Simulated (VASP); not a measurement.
Write the native input for VASP 6.6.1 that does the following.

```
Task                   : single point
Functional             : PBE
Potentials or basis    : VASP PAW PBE potentials, release 64 (Cl, Na_pv)
Cutoff                 : 500 eV
k mesh                 : 5 × 5 × 5
Occupations            : fermi-dirac, width 0.04 eV
Spin                   : no spin polarisation
Dipole correction      : no
Further INCAR settings : ALGO = Normal; EDIFF = 1e-06; NBANDS = 14
```

The structure of NaCl lies in POSCAR:

```
NaCl
1.0
    3.5021900000      0.0000000000      0.0000000000
    0.0000000000      3.5021900000      0.0000000000
    0.0000000000      0.0000000000      3.5021900000
Cl Na
1 1
Direct
    0.5000000000      0.5000000000      0.5000000000
    0.0000000000      0.0000000000      0.0000000000
```

One way to write it, as run:

INCAR

```
SYSTEM = NaCl
PREC = Accurate ; ENCUT = 500
EDIFF = 1E-6 ; ISMEAR = -1
SIGMA = 0.04 ; LREAL = .FALSE.
LASPH = .TRUE. ; NELM = 120
ALGO = Normal ; ISIF = 2
LWAVE = .FALSE. ; LCHARG = .FALSE.
GGA = PE ; NBANDS = 14
GGA_COMPAT = .FALSE.
```

KPOINTS

```
regular mesh
0
G
  5 5 5
  0 0 0
```

Potentials or basis: VASP PAW PBE potentials, release 64 (Cl, Na_pv).

Launch:

```sh
$ cat potpaw_PBE.64/Cl/POTCAR potpaw_PBE.64/Na_pv/POTCAR > POTCAR
$ mpirun -np 1 vasp_std > vasp.out
```

Results of the run:

| Item | Value |
| --- | --- |
| Pressure | 0.1 GPa |
| Band gap on the k mesh | 4.03 eV, indirect (least direct gap 4.47 eV) |

Run time: 8.1 s on 1 thread of Intel(R) Xeon(R) Platinum 8259CL CPU @ 2.50GHz (Skylake/Cascade Lake) (shared host), peak memory 0.14 GiB.
